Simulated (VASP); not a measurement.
Input of a VASP 6.6.1 run:

The input INCAR:

```
ALGO = Normal
EDIFF = 1E-7
ENCUT = 520
GGA = PS
ISIF = 2
ISMEAR = -1
LASPH = T
LCHARG = F
LREAL = F
LWAVE = F
NBANDS = 10
NELM = 60
PREC = Accurate
SIGMA = 0.08
```

Contents of KPOINTS:

```
k-points
0
Gamma
  15 15 8
```

POSCAR

```
Li
1.0
    3.1519410852      0.0000000000      0.0000000000
   -1.5759705426      2.7296610510      0.0000000000
    0.0000000000      0.0000000000      5.1600208437
Li
2
Direct
    0.3333333333      0.6666666667      0.2500000000
    0.6666666667      0.3333333333      0.7500000000
```

Potentials or basis: VASP PAW PBE potentials, release 64 (Li_sv).

Run with:

```bash
$ cat potpaw_PBE.64/Li_sv/POTCAR > POTCAR
$ mpirun -np 1 vasp_std > vasp.out
```

Q: What does it give for the band gap on the k mesh?

A: Zero (bands 3 and 4 overlap by 4.43 eV).
